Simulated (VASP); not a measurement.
**CaSe: single point with PBE**

The system is CaSe.

```xyz
2
Lattice="0.0000 3.0380 3.0380 3.0380 0.0000 3.0380 3.0380 3.0380 0.0000" Properties=species:S:1:pos:R:3 pbc="T T T"
Ca    0.0000    0.0000    0.0000
Se    3.0380    3.0380    3.0380
```

This cell differs from its parent crystal: volume changed by +6%.

- Program: VASP 6.6.1
- Task: single point
- Functional: PBE
- Potentials or basis: VASP PAW PBE potentials, release 64 (Ca_sv, Se)
- Cutoff: 520 eV
- k mesh: 6 × 6 × 6
- Occupations: gaussian, width 0.01 eV
- Spin: no spin polarisation
- Dipole correction: no
- Further INCAR settings: ALGO = Normal; EDIFF = 1e-06; NBANDS = 15

* Pressure: -2.4 GPa
* Band gap on the k mesh: 2.19 eV, indirect (least direct gap 2.93 eV)

Levels at points of the mesh, in eV from the valence-band top:
```
           k point  band 6  band 7  band 8  band 9  band 10  band 11
(0.00, 0.00, 0.00)    0.00    0.00    0.00    2.93     3.71     3.71
(0.50, 0.00, 0.00)   -2.99   -1.04   -1.04    4.38     5.25     5.29
(0.50, 0.50, 0.00)   -2.32   -0.86   -0.86    2.19     4.70     4.89
```

Wall time 24 s on 1 thread of AMD EPYC 7R13 (shared host), peak memory 0.15 GiB.

 A k mesh can miss the band edges.
